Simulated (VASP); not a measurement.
C, 1 atom in the cell. The structure is cubic, space group Pm-3m (No. 221). The conventional cell has a = 1.778 Å, b = 1.778 Å, c = 1.778 Å, α = 90.00°, β = 90.00°, γ = 90.00°. Within 2.4 Å of C (site symmetry m-3m) lie 6 C at 1.78 Å.  This cell differs from its parent crystal: volume scaled by 1.04.

```yaml
Program: VASP 6.6.1
Task: single point
Functional: PBEsol
Potentials_or_basis: VASP PAW PBE potentials, release 64 (C)
Cutoff: 520 eV
k_mesh: 20 × 20 × 20
Occupations: fermi-dirac, width 0.1 eV
Spin: no spin polarisation
Dipole_correction: no
Further_INCAR_settings: ALGO = Normal; EDIFF = 1e-07; NBANDS = 8
```

Potentials or basis: VASP PAW PBE potentials, release 64 (C).

Run with:

```console
$ cat potpaw_PBE.64/C/POTCAR > POTCAR
$ mpirun -np 1 vasp_std > vasp.out
```

Hardware: 1 thread of Intel Xeon 6975P-C (shared host).

Q: Estimate the wall time of this run.

A: It took 4 s on 1 thread of Intel Xeon 6975P-C, on a shared host, peak memory 0.11 GiB. Counts: scf iterations 11, k points 286.
